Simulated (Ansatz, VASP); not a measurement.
Two plane-wave programs on Cs2LiScF6

INCAR

```
SYSTEM = Cs2LiScF6
PREC = Accurate
ENCUT = 520
EDIFF = 1E-6
ISMEAR = 0
SIGMA = 0.05
LREAL = .False.
LASPH = .True.
NELM = 80
ALGO = Normal
ISIF = 2
LWAVE = .False.
LCHARG = .True.
GGA = PS
LELF = .True.
LVHAR = .True.
NBANDS = 48
```

KPOINTS

```
regular mesh
0
Gamma
  6 6 6
  0 0 0
```

POSCAR

```
Cs2LiScF6
1.0
    0.0000000000      4.2963951983      4.2963951983
    4.2963951983      0.0000000000      4.2963951983
    4.2963951983      4.2963951983      0.0000000000
Cs Li Sc F
2 1 1 6
Direct
    0.7499476467      0.7500523533      0.7499476467
    0.2499476467      0.2500523533      0.2499476467
    0.4935455371      0.5064544629      0.4935455371
   -0.0063127022      0.0063127022     -0.0063127022
    0.7701630048      0.2298369952      0.2438021910
    0.2438021910      0.2298369952      0.7701630048
    0.2438021910      0.7561978090      0.7701630048
    0.2318684000      0.7681316000      0.2318684000
    0.7582292138      0.2417707862      0.7582292138
    0.7701630048      0.7561978090      0.2438021910
```

Input for Ansatz:

```yaml
crystal:
  lattice:
    - [0.0, 4.2963951983, 4.2963951983]
    - [4.2963951983, 0.0, 4.2963951983]
    - [4.2963951983, 4.2963951983, 0.0]
  atoms:
    - { symbol: Cs, position: [0.7499476467, 0.7500523533, 0.7499476467] }
    - { symbol: Cs, position: [0.2499476467, 0.2500523533, 0.2499476467] }
    - { symbol: Li, position: [0.4935455371, 0.5064544629, 0.4935455371] }
    - { symbol: Sc, position: [-0.0063127022, 0.0063127022, -0.0063127022] }
    - { symbol: F, position: [0.7701630048, 0.2298369952, 0.243802191] }
    - { symbol: F, position: [0.243802191, 0.2298369952, 0.7701630048] }
    - { symbol: F, position: [0.243802191, 0.756197809, 0.7701630048] }
    - { symbol: F, position: [0.2318684, 0.7681316, 0.2318684] }
    - { symbol: F, position: [0.7582292138, 0.2417707862, 0.7582292138] }
    - { symbol: F, position: [0.7701630048, 0.756197809, 0.243802191] }
basis:
  ecutwfc: 420
kpoints:
  mp_grid: { grid: [6, 6, 6] }
hamiltonian:
  xc: pbesol
scf:
  occupations: { method: gaussian, width: 0.05 }
output:
  forces: true
  stress: true
  eigenvalues: true
```

Change from the starting cell: mode 22 (244.7 1/cm) frozen in, largest displacement -0.060 Å.

Alike in both runs: task single point; functional PBEsol; k mesh 6 × 6 × 6; occupations gaussian, width 0.05 eV; no spin polarisation.

```csv
,VASP,Ansatz
version,VASP 6.6.1,Ansatz 0.2.0
potentials or method,"VASP PAW PBE potentials, release 64 (Cs_sv, Li_sv, Sc_sv, F), cutoff 520 eV","scalar-relativistic, plane waves, PAW"
valence electrons in the cell,74,74
```

|  | VASP | Ansatz | Ansatz less VASP |
| --- | --- | --- | --- |
| gap on the k mesh at the Fermi level (eV) | 6.69 | 6.72 | +0.030 |
| least direct gap on the mesh (eV) | 6.69 | 6.72 | +0.031 |
| rms of the force components (eV/Å) | 0.145 | 0.144 | -0.0011 |

VASP's potentials were made for PBE, not for PBEsol. Atom by atom the forces differ by 0.035 eV/Å (rms over components). With one functional, cell and mesh, what is left measures potentials, basis and numerics.

Spin-orbit coupling is off throughout. Noted on VASP's run: the cutoff is short for stress, so the pressure is rough.
